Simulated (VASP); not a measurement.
# Te2Mo (P6_3/mmc) in VASP: settings compared, part 2 of 2

VASP 6.6.1. The steps go on from the part before.

**3. Single point, PBEsol+D3(BJ)**

This run uses another cell than the first one, of 22.70 Å³/atom, 0.621 times its volume.

INCAR

```
SYSTEM = Te2Mo
PREC     = Accurate       ! precision mode
ENCUT    = 520            ! plane-wave cutoff, eV
EDIFF    = 1E-6           ! SCF threshold, eV
ISMEAR   = -1             ! smearing method
SIGMA    = 0.05           ! smearing width, eV
LREAL    = .FALSE.        ! projectors in reciprocal space
LASPH    = .TRUE.         ! aspherical terms in the spheres
NELM     = 100            ! most SCF steps
ALGO     = Normal         ! electronic algorithm
ISIF     = 2              ! what is computed and relaxed
LWAVE    = .FALSE.        ! write WAVECAR
LCHARG   = .TRUE.         ! write CHGCAR
GGA      = PS             ! functional
IVDW     = 12             ! dispersion correction
LELF     = .TRUE.         ! ELF
LVHAR    = .TRUE.       
NBANDS   = 35             ! bands
```

KPOINTS

```
Automatic mesh
0
G
  9 9 2
  0 0 0
```

POSCAR

```
Te2Mo
1.0
    3.4341260397      0.0000000000      0.0000000000
   -1.7170630198      2.9740403902      0.0000000000
    0.0000000000      0.0000000000     13.3362175192
Te Mo
4 2
Direct
    0.6666666667      0.3333333333      0.3861353350
    0.3333333333      0.6666666667      0.8861353350
    0.6666666667      0.3333333333      0.1138646650
    0.3333333333      0.6666666667      0.6138646650
    0.6666666667      0.3333333333      0.7500000000
    0.3333333333      0.6666666667      0.2500000000
```

Potentials or basis: VASP PAW PBE potentials, release 64 (Te, Mo_sv).

Started as:

```console
$ cat potpaw_PBE.64/Te/POTCAR potpaw_PBE.64/Mo_sv/POTCAR > POTCAR
$ mpirun -np 1 vasp_std > vasp.out
```

It took 3.7 min on 1 thread of Intel Xeon Platinum 8488C (Sapphire Rapids), shared host; peak memory 0.31 GiB.

The run converged. Its results:

| Property | Result |
| --- | --- |
| Free energy | -42.6625 eV |
| Pressure | 0.2 GPa |
| Largest force | 0.031 eV/Å |
| Band gap on the k mesh | 0.42 eV, indirect (least direct gap 0.79 eV) |
| Dispersion energy per atom | -0.567 eV |

Forces in eV/Å, atoms in the order of the input:
```
Te   0.000  0.000  0.031
Te   0.000  0.000  0.031
Te   0.000  0.000 -0.031
Te   0.000  0.000 -0.031
Mo   0.000  0.000  0.000
Mo   0.000  0.000  0.000
```

Stress tensor (GPa, compression positive):
```
0.11 0.00 0.00
0.00 0.11 0.00
0.00 0.00 0.23
```

Levels at points of the mesh, in eV from the valence-band top:
```csv
k point,band 22,band 23,band 24,band 25,band 26,band 27,band 28,band 29,band 30,band 31
"(0.00, 0.00, 0.00)",-1.20,-1.14,-1.14,-0.10,-0.09,2.87,2.87,3.05,3.05,3.12
"(0.00, 0.00, 0.50)",-1.17,-1.17,-1.17,-0.09,-0.09,2.91,2.91,2.91,2.91,3.37
```

Caveat: the PAW data sets were made with another functional, which shifts forces and pressure a little; spin-orbit coupling is left out, which moves the levels of the heavy elements.

**4. Single point, PBEsol+D3(BJ)**

This run uses another cell than the first one, of 22.92 Å³/atom, 0.627 times its volume.

INCAR

```
PREC     = Accurate       # precision mode
ENCUT    = 520            # plane-wave cutoff, eV
EDIFF    = 1E-7           # SCF threshold, eV
ISMEAR   = -1             # smearing method
SIGMA    = 0.05           # smearing width, eV
LREAL    = False          # projectors in reciprocal space
LASPH    = True           # aspherical terms in the spheres
NELM     = 60             # most SCF steps
ALGO     = Normal         # electronic algorithm
ISIF     = 2              # what is computed and relaxed
LWAVE    = False          # write WAVECAR
LCHARG   = True           # write CHGCAR
GGA      = PS             # functional
IVDW     = 12             # dispersion correction
LELF     = True           # ELF
LVHAR    = True         
NBANDS   = 35             # bands
```

KPOINTS

```
Automatic mesh
0
Gamma
  9 9 2
```

POSCAR

```
Te2Mo
1.0
    3.4425710222      0.0000000000      0.0000000000
   -1.7212855111      2.9813539595      0.0000000000
    0.0000000000      0.0000000000     13.4013939279
Te Mo
4 2
Direct
    0.6666666667      0.3333333333      0.3853851822
    0.3333333333      0.6666666667      0.8853851822
    0.6666666667      0.3333333333      0.1146148178
    0.3333333333      0.6666666667      0.6146148178
    0.6666666667      0.3333333333      0.7500000000
    0.3333333333      0.6666666667      0.2500000000
```

Started as:

```console
$ cat potpaw_PBE.64/Te/POTCAR potpaw_PBE.64/Mo_sv/POTCAR > POTCAR
$ mpirun -np 1 vasp_std > vasp.out
```

It took 4.2 min on 1 thread of Intel Xeon Platinum 8488C (Sapphire Rapids), shared host; peak memory 0.31 GiB.

The run converged. Its results:

- Free energy: -42.6604 eV
- Pressure: -0.4 GPa
- Largest force: 0.033 eV/Å
- Band gap on the k mesh: 0.47 eV, indirect (least direct gap 0.84 eV)
- Dispersion energy per atom: -0.561 eV

Forces on the atoms (eV/Å):
```
Te   0.000  0.000  0.033
Te   0.000  0.000  0.033
Te   0.000  0.000 -0.033
Te   0.000  0.000 -0.033
Mo   0.000  0.000  0.000
Mo   0.000  0.000  0.000
```

Stress tensor (GPa, compression positive):
```
-0.46  0.00  0.00
 0.00 -0.46  0.00
 0.00  0.00 -0.36
```

Levels at points of the mesh, in eV from the valence-band top:
| k point | band 24 | band 25 | band 26 | band 27 | band 28 | band 29 |
| --- | --- | --- | --- | --- | --- | --- |
| (0.00, 0.00, 0.00) | -1.11 | -0.12 | -0.07 | 2.89 | 2.89 | 3.08 |
| (0.00, 0.00, 0.50) | -1.14 | -0.08 | -0.08 | 2.93 | 2.93 | 2.93 |

Caveat: three body term missing; the PAW data sets were made with another functional, which shifts forces and pressure a little; spin-orbit coupling is left out, which moves the levels of the heavy elements.

**5. Single point, PBEsol+D4**

This run uses another cell than the first one, of 23.41 Å³/atom, 0.640 times its volume.

INCAR

```
PREC = Accurate
ENCUT = 520
EDIFF = 1E-7
ISMEAR = -1
SIGMA = 0.05
LREAL = False
LASPH = True
NELM = 60
ALGO = Normal
ISIF = 2
LWAVE = False
LCHARG = True
GGA = PS
IVDW = 13
LELF = True
LVHAR = True
NBANDS = 35
```

KPOINTS

```
regular mesh
0
Gamma
  9 9 2
```

POSCAR

```
Te2Mo
1.0
    3.4602956804      0.0000000000      0.0000000000
   -1.7301478402      2.9967039638      0.0000000000
    0.0000000000      0.0000000000     13.5450558316
Te Mo
4 2
Direct
    0.6666666667      0.3333333333      0.3837396441
    0.3333333333      0.6666666667      0.8837396441
    0.6666666667      0.3333333333      0.1162603559
    0.3333333333      0.6666666667      0.6162603559
    0.6666666667      0.3333333333      0.7500000000
    0.3333333333      0.6666666667      0.2500000000
```

Started as:

```console
$ cat potpaw_PBE.64/Te/POTCAR potpaw_PBE.64/Mo_sv/POTCAR > POTCAR
$ mpirun -np 1 vasp_std > vasp.out
```

It took 4.4 min on 1 thread of Intel Xeon Platinum 8488C (Sapphire Rapids), shared host; peak memory 0.32 GiB.

The run converged. Its results:

| Item | Value |
| --- | --- |
| Free energy | -41.4027 eV |
| Pressure | 0.1 GPa |
| Largest force | 0.026 eV/Å |
| Band gap on the k mesh | 0.57 eV, indirect (least direct gap 0.94 eV) |
| Dispersion energy per atom | -0.343 eV |

Forces in eV/Å, atoms in the order of the input:
```
Te   0.000  0.000  0.026
Te   0.000  0.000  0.026
Te   0.000  0.000 -0.026
Te   0.000  0.000 -0.026
Mo   0.000  0.000  0.000
Mo   0.000  0.000  0.000
```

Stress tensor (GPa, compression positive):
```
0.10 0.00 0.00
0.00 0.10 0.00
0.00 0.00 0.18
```

Levels at points of the mesh, in eV from the valence-band top:
| k point | band 24 | band 25 | band 26 | band 27 | band 28 | band 29 |
| --- | --- | --- | --- | --- | --- | --- |
| (0.00, 0.00, 0.00) | -1.06 | -0.15 | -0.03 | 2.94 | 2.94 | 3.14 |
| (0.00, 0.00, 0.50) | -1.08 | -0.06 | -0.06 | 2.98 | 2.98 | 2.98 |

Caveat: the PAW data sets were made with another functional, which shifts forces and pressure a little; spin-orbit coupling is left out, which moves the levels of the heavy elements.

**6. Overview**

```tsv
level	cell	gap on the mesh (eV)	pressure (GPa)	largest force (eV/Å)
revPBE	a = 3.581, b = 3.581, c = 19.764 Å, angles 90.0, 90.0, 120.0°, 6 atoms	1.03	0.0	-
PBEsol+D3(BJ)	a = 3.434, b = 3.434, c = 13.336 Å, angles 90.0, 90.0, 120.0°, 6 atoms	0.42	0.2	0.03
PBEsol+D3(BJ)	a = 3.443, b = 3.443, c = 13.401 Å, angles 90.0, 90.0, 120.0°, 6 atoms	0.47	-0.4	0.03
PBEsol+D4	a = 3.460, b = 3.460, c = 13.545 Å, angles 90.0, 90.0, 120.0°, 6 atoms	0.57	0.1	0.03
```

Alike in all rows: task single point; potentials or basis VASP PAW PBE potentials, release 64 (Te, Mo_sv); no spin polarisation; k mesh 9 × 9 × 2; cutoff (eV) 520; smearing fermi-dirac 0.05 eV.

Caveats: the PAW data sets were made with another functional, which shifts forces and pressure a little; spin-orbit coupling is left out, which moves the levels of the heavy elements; three body term missing (some runs).

Total energies depend on the potentials used, so only differences within one code and one set of settings carry meaning.

**7. Against experiment**

Step 2. A measured gap of Te2Mo is 0.88 eV (indirect; 300 K; quoted in “Broadband infrared study of pressure-tunable Fano resonance and metallization transition in 2H-MoTe2”, 2022, pmc:9569381); the calculated 1.03 eV misses it by +0.15 eV. Spin-orbit coupling on Mo, Te is left out. The value is that of revPBE on a finite k mesh, which can miss the band edges, without temperature or zero-point motion.

Step 3. A measured gap of Te2Mo is 0.88 eV (indirect; 300 K; quoted in “Broadband infrared study of pressure-tunable Fano resonance and metallization transition in 2H-MoTe2”, 2022, pmc:9569381); the calculated 0.42 eV misses it by -0.46 eV. Spin-orbit coupling on Mo, Te is left out. The value is that of PBEsol+D3(BJ) on a finite k mesh, which can miss the band edges, without temperature or zero-point motion. Semilocal functionals fall short of measured gaps as a rule.

Step 4. A measured gap of Te2Mo is 0.88 eV (indirect; 300 K; quoted in “Broadband infrared study of pressure-tunable Fano resonance and metallization transition in 2H-MoTe2”, 2022, pmc:9569381); the calculated 0.47 eV misses it by -0.41 eV. Spin-orbit coupling on Mo, Te is left out. The value is that of PBEsol+D3(BJ) on a finite k mesh, which can miss the band edges, without temperature or zero-point motion. Semilocal functionals fall short of measured gaps as a rule.

Step 5. A measured gap of Te2Mo is 0.88 eV (indirect; 300 K; quoted in “Broadband infrared study of pressure-tunable Fano resonance and metallization transition in 2H-MoTe2”, 2022, pmc:9569381); the calculated 0.57 eV misses it by -0.31 eV. Spin-orbit coupling on Mo, Te is left out. The value is that of PBEsol+D4 on a finite k mesh, which can miss the band edges, without temperature or zero-point motion. Semilocal functionals fall short of measured gaps as a rule.
